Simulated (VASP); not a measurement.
# SiGe (P6_3mc) in VASP: notebook

SiGe is run at these levels: PBEsol; tasks: relaxation of cell and atoms, single point.

Program: VASP 6.6.1. These are calculated values, not measurements. Logs are shortened: lines on timing, memory, paths and dates and some standing lists are left out, and cuts for length are marked.

### 1 The cell of the first run

Symmetry: P6_3mc, No. 186, hexagonal system. The conventional cell has a = 3.624 Å, b = 3.624 Å, c = 6.008 Å, α = 90.00°, β = 90.00°, γ = 120.00°. Si (site symmetry 3m) has 4 Ge at 2.23 to 2.24 Å within 2.9 Å. Ge (site symmetry 3m) has 4 Si at 2.23 to 2.24 Å within 2.9 Å.

### 2 Relaxation of cell and atoms, PBEsol, target pressure 30 GPa, at which the enthalpy is minimised

INCAR reads:

```
ALGO = Normal
EDIFF = 1E-6
EDIFFG = -0.008
ENCUT = 600
GGA = PS
IBRION = 2
ISIF = 3
ISMEAR = 0
LASPH = True
LCHARG = False
LREAL = False
LWAVE = False
NELM = 60
NSW = 70
PREC = Accurate
PSTRESS = 300.0
SIGMA = 0.01
```

KPOINTS reads:

```
k-points
0
Gamma
  12 12 6
```

POSCAR reads:

```
SiGe
1.0
    3.6244311102      0.0000000000      0.0000000000
   -1.8122155551      3.1388494157      0.0000000000
    0.0000000000      0.0000000000      6.0080777244
Si Ge
2 2
Direct
    0.6666666667      0.3333333333      0.8739021603
    0.3333333333      0.6666666667      0.3739021603
    0.6666666667      0.3333333333      0.5010968397
    0.3333333333      0.6666666667      0.0010968397
```

Potentials or basis: VASP PAW PBE potentials, release 64 (Si, Ge_d).

Command:

```bash
$ cat potpaw_PBE.64/Si/POTCAR potpaw_PBE.64/Ge_d/POTCAR > POTCAR
$ mpirun -np 1 vasp_std > vasp.out
```

OUTCAR:

```text
EDIFF = 1E-6
   EDIFFG = -0.008
   ENCUT = 600
   GGA = PS
   IBRION = 2
   ISIF = 3
   ISMEAR = 0
   LASPH = True
   LREAL = False
   NELM = 60
   NSW = 70
   PREC = Accurate
   PSTRESS = 300.0

 ion  position               nearest neighbor table
   1  0.667  0.333  0.874-   4 2.23   4 2.23   4 2.23   3 2.24
   2  0.333  0.667  0.374-   3 2.23   3 2.23   3 2.23   4 2.24
   3  0.667  0.333  0.501-   2 2.23   2 2.23   2 2.23   1 2.24
   4  0.333  0.667  0.001-   1 2.23   1 2.23   1 2.23   2 2.24

  LATTYP: Found a hexagonal cell.
 ALAT       =     3.6244311102
 C/A-ratio  =     1.6576608968

  Lattice vectors:

 A1 = (   3.6244311102,   0.0000000000,   0.0000000000)
 A2 = (  -1.8122155551,   3.1388494157,   0.0000000000)
 A3 = (   0.0000000000,   0.0000000000,   6.0080777244)

Analysis of symmetry for initial positions (statically):
=====================================================================
 Subroutine PRICEL returns:
 Original cell was already a primitive cell.

 Routine SETGRP: Setting up the symmetry group for a
 hexagonal supercell.

 Subroutine GETGRP returns: Found 12 space group operations
 (whereof  6 operations were pure point group operations)
 out of a pool of 24 trial point group operations.

The static configuration has the point symmetry C_3v.
 The point group associated with its full space group is C_6v.

Analysis of symmetry for dynamics (positions and initial velocities):
=====================================================================
 Subroutine PRICEL returns:
 Original cell was already a primitive cell.

 Routine SETGRP: Setting up the symmetry group for a
 hexagonal supercell.

 Subroutine GETGRP returns: Found 12 space group operations
 (whereof  6 operations were pure point group operations)
 out of a pool of 24 trial point group operations.

The dynamic configuration has the point symmetry C_3v.
 The point group associated with its full space group is C_6v.

 Subroutine INISYM returns: Found 12 space group operations
 (whereof  6 operations are pure point group operations),
 and found     1 'primitive' translations

----------------------------------------------------------------------------------------

                                     Primitive cell

  volume of cell :      68.3512

  direct lattice vectors                    reciprocal lattice vectors
     3.624431110  0.000000000  0.000000000     0.275905368  0.159294039  0.000000000
    -1.812215555  3.138849416  0.000000000     0.000000000  0.318588077  0.000000000
     0.000000000  0.000000000  6.008077724     0.000000000  0.000000000  0.166442587

  length of vectors
     3.624431110  3.624431110  6.008077724     0.318588077  0.318588077  0.166442587

  position of ions in fractional coordinates (direct lattice)
     0.666666667  0.333333333  0.873902160
     0.333333333  0.666666667  0.373902160
     0.666666667  0.333333333  0.501096840
     0.333333333  0.666666667  0.001096840

  ion indices of the primitive-cell ions
   primitive index   ion index
                 1           1
                 2           2
                 3           3
                 4           4

----------------------------------------------------------------------------------------

 KPOINTS: k-points

Automatic generation of k-mesh.
 Grid dimensions read from file:
 generate k-points for:   12   12    6

 Generating k-lattice:

  Cartesian coordinates                     Fractional coordinates (reciprocal lattice)
     0.022992114  0.013274503  0.000000000     0.083333333  0.000000000  0.000000000
     0.000000000  0.026549006  0.000000000     0.000000000  0.083333333  0.000000000
     0.000000000  0.000000000  0.027740431     0.000000000  0.000000000  0.166666667

  Length of vectors
     0.026549006  0.026549006  0.027740431

  Shift w.r.t. Gamma in fractional coordinates (k-lattice)
     0.000000000  0.000000000  0.000000000

 Subroutine IBZKPT returns following result:
 ===========================================

 Found     76 irreducible k-points:

 Following reciprocal coordinates:
            Coordinates               Weight
  0.000000  0.000000  0.000000      1.000000
  0.083333 -0.000000  0.000000      6.000000
  0.166667 -0.000000  0.000000      6.000000
  0.250000 -0.000000  0.000000      6.000000
  0.333333 -0.000000  0.000000      6.000000
  0.416667 -0.000000  0.000000      6.000000
[... 16 lines left out ...]
  0.250000 -0.000000  0.166667     12.000000
  0.333333 -0.000000  0.166667     12.000000
 [... further k-points ...]
   k-points           NKPTS =     76   k-points in BZ     NKDIM =     76   number of bands    NBANDS=     22
   number of dos      NEDOS =    301   number of ions     NIONS =      4
   total plane-waves  NPLWV =  43200
   dimension x,y,z NGX =    30 NGY =   30 NGZ =   48
   dimension x,y,z NGXF=    60 NGYF=   60 NGZF=   96
   ions per type =               2   2
   NGX,Y,Z   is equivalent  to a cutoff of  13.76, 13.76, 13.28 a.u.
   NGXF,Y,Z  is equivalent  to a cutoff of  27.52, 27.52, 26.56 a.u.
 SYSTEM =  unknown system
   PREC   = accura    normal or accurate (medium, high low for compatibility)
   ISTART =      0    job   : 0-new  1-cont  2-samecut
   ICHARG =      2    charge: 1-file 2-atom 10-const
   ISPIN  =      1    spin polarized calculation?
   LNONCOLLINEAR =      F non collinear calculations
   LSORBIT =      F    spin-orbit coupling
   LASPH  =      T    aspherical Exc in radial PAW
   ENCUT  =  600.0 eV  44.10 Ry    6.64 a.u.   7.24  7.24 12.00*2*pi/ulx,y,z
   NELM   =     60;   NELMIN=  2; NELMDL= -5     # of ELM steps
   EDIFF  = 0.1E-05   stopping-criterion for ELM
   LREAL  =      F    real-space projection
   EDIFFG = -.8E-02   stopping-criterion for IOM
   NSW    =     70    number of steps for IOM
   IBRION =      2    ionic relax: 0-MD 1-quasi-New 2-CG
   NFREE  =      1    steps in history (QN), initial steepest desc. (CG)
   ISIF   =      3    stress and relaxation
   ISYM   =      2    0-nonsym 1-usesym 2-fastsym
   POTIM  = 0.5000    time-step for ionic-motion
   TEBEG  =    0.0;   TEEND  =   0.0 temperature during run
   PSTRESS=  300.0 pullay stress
   NELECT =      36.0000    total number of electrons
   NUPDOWN=      -1.0000    fix difference up-down
   EMIN   =  10.00;   EMAX   =-10.00  energy-range for DOS
   EFERMI =   0.00;   METHOD = LEGACY
   ISMEAR =     0;   SIGMA  =   0.01  broadening in eV -4-tet -1-fermi 0-gaus
   EFERMI_NEDOS =   21; number of points for ismear=-14 and -15
   IALGO  =     38    algorithm
   IMIX   =      4    mixing-type and parameters
     AMIX     =   0.40;   BMIX     =  1.00
     AMIX_MAG =   1.60;   BMIX_MAG =  1.00
  volume/ion in A,a.u.               =      17.09       115.31
  Fermi-wavevector in a.u.,A,eV,Ry     =   1.322088  2.498384 23.781851  1.747917
  Thomas-Fermi vector in A             =   2.451795
   LORBIT       =      0    0 simple, 1 ext, 2 COOP (PROOUT), +10 PAW based schemes
   GGA     = PS    functional components
   LHFCALC =     F    Hartree Fock is set to
   AEXX    =    0.0000 exact exchange contribution
   IVDW    =     0    specifies the selected vdW correction
   LEPSILON=     F    determine dielectric tensor
   LRPA    =     F    only Hartree local field effects (RPA)
 conjugate gradient relaxation of ions
 non-spin polarized calculation
 Gauss-broadening in eV      SIGMA  =   0.01
  energy-cutoff  :      600.00
  volume of cell :       68.35
 maximum number of plane-waves:      2304
 NGX is ok and might be reduce to    30
   NGX = 15   NGY = 15   NGZ = 23

--------------------------------------- Ionic step        1  -------------------------------------------

 number of electron      35.9999980 magnetization

 Free energy of the ion-electron system (eV)
  ---------------------------------------------------
  ext. energy  EPLUGINS =         0.00000000
  ---------------------------------------------------
  free energy    TOTEN  =       -20.05969041 eV

  energy without entropy =      -20.05967256  energy(sigma->0) =      -20.05968149

------------------------ aborting loop because EDIFF is reached ----------------------------------------

  FORCE on cell =-STRESS in cart. coord.  units (eV):
  Direction    XX          YY          ZZ          XY          YZ          ZX
  --------------------------------------------------------------------------------------
  -------------------------------------------------------------------------------------
  Total       11.9795763     11.9795763     12.0607457     -0.0000000     -0.0000000     -0.0000000
  in kB      280.8058614    280.8058614    282.7085035     -0.0000000     -0.0000000     -0.0000000
  external PRESSURE =     -18.5599246 kB  Pullay stress =     300.0000000 kB
[... 305 lines left out ...]
  enthalpy is  TOTEN    =        -7.2657725056 eV   P V=       12.6734594377

--------------------------------------- Ionic step        9  -------------------------------------------

 number of electron      35.9999995 magnetization

 Free energy of the ion-electron system (eV)
  ---------------------------------------------------
  ext. energy  EPLUGINS =         0.00000000
  ---------------------------------------------------
  free energy    TOTEN  =       -19.93918183 eV

  energy without entropy =      -19.93916398  energy(sigma->0) =      -19.93917290

 E-fermi :   8.1175     XC(G=0): -10.9005

 val. band max:        8.1145026506   @ k =   0.5000  -0.0000   0.0000
 cond. band min:       8.1909580263   @ k =   0.3333   0.3333   0.0000
 fundamental gap:      0.0764553757
 Fermi energy:         8.1175483528

 k-point     1 :       0.0000    0.0000    0.0000
  band No.  band energies     occupation
      1     -16.7314      2.00000
      2     -16.7311      2.00000
      3     -16.7238      2.00000
      4     -16.7238      2.00000
      5     -16.7177      2.00000
      6     -16.7177      2.00000
[... 574 lines left out ...]
      6     -16.7061      2.00000
[... 14 lines left out ...]
     21      10.7167      0.00000
     22      11.8667      0.00000

 [... further k-points ...]

------------------------ aborting loop because EDIFF is reached ----------------------------------------

  FORCE on cell =-STRESS in cart. coord.  units (eV):
  Direction    XX          YY          ZZ          XY          YZ          ZX
  --------------------------------------------------------------------------------------
  -------------------------------------------------------------------------------------
  Total       12.6698333     12.6698333     12.6885363      0.0000000     -0.0000000      0.0000000
  in kB      299.9159523    299.9159523    300.3586846      0.0000000     -0.0000000      0.0000000
  external PRESSURE =       0.0635297 kB  Pullay stress =     300.0000000 kB
[... 19 lines left out ...]
  FREE ENERGIE OF THE ION-ELECTRON SYSTEM (eV)
  ---------------------------------------------------
  free  energy   TOTEN  =       -19.9391818307 eV

  energy  without entropy=      -19.9391639763  energy(sigma->0) =      -19.93917290

  enthalpy is  TOTEN    =        -7.2657979936 eV   P V=       12.6733838371

 reached required accuracy - stopping structural energy minimisation
```

It took 15 min on 1 thread of Intel Xeon 8259CL, shared host; peak memory 0.29 GiB.

Results:

```
Free energy                                                : -19.9392 eV
Relaxed volume                                             : 16.92 Å³/atom
Relaxed cell                                               : a = 3.608 Å, b = 3.608 Å, c = 6.004 Å, α = 90.00°, β = 90.00°, γ = 120.00°
Space group after relaxing (to 0.1 Å)                      : P6_3mc (No. 186)
Energy change on relaxing (the run minimises the enthalpy) : +30.1 meV/atom
Ionic steps                                                : 9
Pressure after relaxing                                    : 30.0 GPa
Band gap on the k mesh                                     : zero (bands 18 and 19 overlap by 0.12 eV)
```

Forces in eV/Å, atoms in the order of the input:
```
Si   0.000  0.000  0.002
Si   0.000  0.000  0.002
Ge   0.000  0.000 -0.002
Ge   0.000  0.000 -0.002
```

The path:
```
step  energy change (eV)  largest force (eV/Å)  pressure (GPa)  volume (Å³)
   1              0.0000                0.0566           28.14        68.35
   2              0.3742                0.0066           33.71        66.41
   3              0.1178                0.0372           29.99        67.70
   4              0.1214                0.0356           30.08        67.68
   5              0.1208                0.0175           30.04        67.68
   6              0.1207                0.0129           30.01        67.68
   7              0.1206                0.0046           30.02        67.68
   8              0.1205                0.0123           30.01        67.68
   9              0.1205                0.0022           30.01        67.68
```

Final structure:
```cif
data_structure
_symmetry_space_group_name_H-M 'P 1'
_symmetry_Int_Tables_number 1
_cell_length_a 3.6078
_cell_length_b 3.6078
_cell_length_c 6.0044
_cell_angle_alpha 90.000
_cell_angle_beta 90.000
_cell_angle_gamma 120.000
_cell_volume 67.68
loop_
_atom_site_label
_atom_site_type_symbol
_atom_site_fract_x
_atom_site_fract_y
_atom_site_fract_z
_atom_site_occupancy
Si1 Si 0.66667 0.33333 0.87321 1
Si2 Si 0.33333 0.66667 0.37321 1
Ge1 Ge 0.66667 0.33333 0.50179 1
Ge2 Ge 0.33333 0.66667 0.00179 1
```

Levels at points of the mesh, in eV from the Fermi level:
```
           k point  band 14  band 15  band 16  band 17  band 18  band 19  band 20  band 21  band 22
(0.00, 0.00, 0.00)    -1.88    -1.88    -0.50     0.12     0.12     1.24     1.98     1.98     2.34
(0.50, 0.00, 0.00)    -7.15    -6.01    -4.02    -3.93    -1.83     0.00     2.38     3.06     3.18
(0.00, 0.00, 0.50)    -5.27    -1.12    -1.12    -1.12    -1.12     2.06     2.06     3.16     3.16
(0.50, 0.00, 0.50)    -8.74    -3.21    -3.21    -3.12    -3.12     0.64     0.64     1.43     1.43
```

Caveat: the cell is relaxed towards a set pressure, so the run minimises the enthalpy, not the energy; semilocal functionals underestimate gaps, and a narrow one can read as zero; the PAW data sets were made with another functional, which shifts forces and pressure a little.

### 3 Relaxation of cell and atoms, PBEsol, target pressure 60 GPa, at which the enthalpy is minimised

This run uses another cell than the first one, of 15.62 Å³/atom.

INCAR reads:

```
ALGO     = Normal         # electronic algorithm
EDIFF    = 1E-6           # SCF threshold, eV
EDIFFG   = -0.008         # ionic threshold
ENCUT    = 600            # plane-wave cutoff, eV
GGA      = PS             # functional
IBRION   = 2              # ionic algorithm
ISIF     = 3              # what is computed and relaxed
ISMEAR   = 0              # smearing method
LASPH    = True           # aspherical terms in the spheres
LCHARG   = False          # write CHGCAR
LREAL    = False          # projectors in reciprocal space
LWAVE    = False          # write WAVECAR
NELM     = 80             # most SCF steps
NSW      = 70             # ionic steps
PREC     = Accurate       # precision mode
PSTRESS  = 600.0        
SIGMA    = 0.1            # smearing width, eV
```

KPOINTS reads:

```
k-points
0
Gamma
  12 12 8
```

POSCAR reads:

```
SiGe
1.0
    3.5129409320      0.0000000000      0.0000000000
   -1.7564704660      3.0422960891      0.0000000000
    0.0000000000      0.0000000000      5.8469791727
Si Ge
2 2
Direct
    0.6666666667      0.3333333333      0.8732465537
    0.3333333333      0.6666666667      0.3732465537
    0.6666666667      0.3333333333      0.5017524463
    0.3333333333      0.6666666667      0.0017524463
```

Potentials or basis: VASP PAW PBE potentials, release 64 (Si, Ge_d).

Command:

```bash
$ cat potpaw_PBE.64/Si/POTCAR potpaw_PBE.64/Ge_d/POTCAR > POTCAR
$ mpirun -np 1 vasp_std > vasp.out
```

Run time: 27 min. Hardware: 1 thread of Intel Xeon 8259CL, shared host; peak memory 0.3 GiB.

Results (log left out):

```
Free energy                                                : -17.7452 eV
Relaxed volume                                             : 14.91 Å³/atom
Relaxed cell                                               : a = 3.435 Å, b = 3.435 Å, c = 5.837 Å, α = 90.00°, β = 90.00°, γ = 120.00°
Space group after relaxing (to 0.1 Å)                      : P6_3mc (No. 186)
Energy change on relaxing (the run minimises the enthalpy) : +237.0 meV/atom
Ionic steps                                                : 15
Pressure after relaxing                                    : 60.0 GPa
Largest force after relaxing                               : 0.004 eV/Å
Band gap on the k mesh                                     : zero (bands 18 and 19 overlap by 0.96 eV)
```

Forces on the atoms (eV/Å):
```
Si   0.000  0.000  0.004
Si   0.000  0.000  0.004
Ge   0.000  0.000 -0.004
Ge   0.000  0.000 -0.004
```

The path:
| step | energy change (eV) | largest force (eV/Å) | pressure (GPa) | volume (Å³) |
| --- | --- | --- | --- | --- |
| 1 | 0.0000 | 0.0970 | 47.87 | 62.49 |
| 2 | 4.6642 | 0.1860 | 107.29 | 52.39 |
| 3 | 0.8633 | 0.1307 | 59.41 | 59.90 |
| 4 | 0.9074 | 0.1311 | 60.12 | 59.78 |
| 5 | 0.8875 | 0.1320 | 59.58 | 59.83 |
| 6 | 0.8951 | 0.0133 | 59.66 | 59.81 |
| 7 | 0.9088 | 0.1642 | 59.67 | 59.77 |
| 8 | 0.9174 | 0.1376 | 59.78 | 59.74 |
| 9 | 0.9344 | 0.0896 | 59.89 | 59.69 |
| 10 | 0.9712 | 0.0049 | 60.25 | 59.59 |
| 11 | 0.9614 | 0.0200 | 60.19 | 59.62 |
| 12 | 0.9603 | 0.0226 | 60.12 | 59.62 |
| 13 | 0.9545 | 0.0140 | 60.10 | 59.63 |
| 14 | 0.9404 | 0.0073 | 59.84 | 59.67 |
| 15 | 0.9478 | 0.0042 | 60.00 | 59.65 |

Final structure:
```
Si Ge
1.0
     3.43520    0.00000    0.00000
    -1.71760    2.97497    0.00000
     0.00000    0.00000    5.83704
Si Ge
2 2
Direct
  0.66667 0.33333 0.87009
  0.33333 0.66667 0.37009
  0.66667 0.33333 0.50491
  0.33333 0.66667 0.00491
```

Levels at points of the mesh, in eV from the Fermi level:
```csv
k point,band 15,band 16,band 17,band 18,band 19,band 20,band 21,band 22
"(0.00, 0.00, 0.00)",-1.75,-0.73,0.46,0.46,2.12,2.18,2.18,2.26
"(0.50, 0.00, 0.00)",-6.69,-4.59,-4.14,-1.80,0.00,2.44,3.13,3.17
"(0.00, 0.00, 0.50)",-0.92,-0.92,-0.92,-0.92,2.82,2.82,3.41,3.41
"(0.50, 0.00, 0.50)",-3.59,-3.59,-3.25,-3.25,0.68,0.68,1.30,1.30
```

Caveat: the cell is relaxed towards a set pressure, so the run minimises the enthalpy, not the energy; the PAW data sets were made with another functional, which shifts forces and pressure a little.

(Continued in part 2 of 2.)

The gap in the log of VASP goes by the Fermi energy; the results here count the filled bands.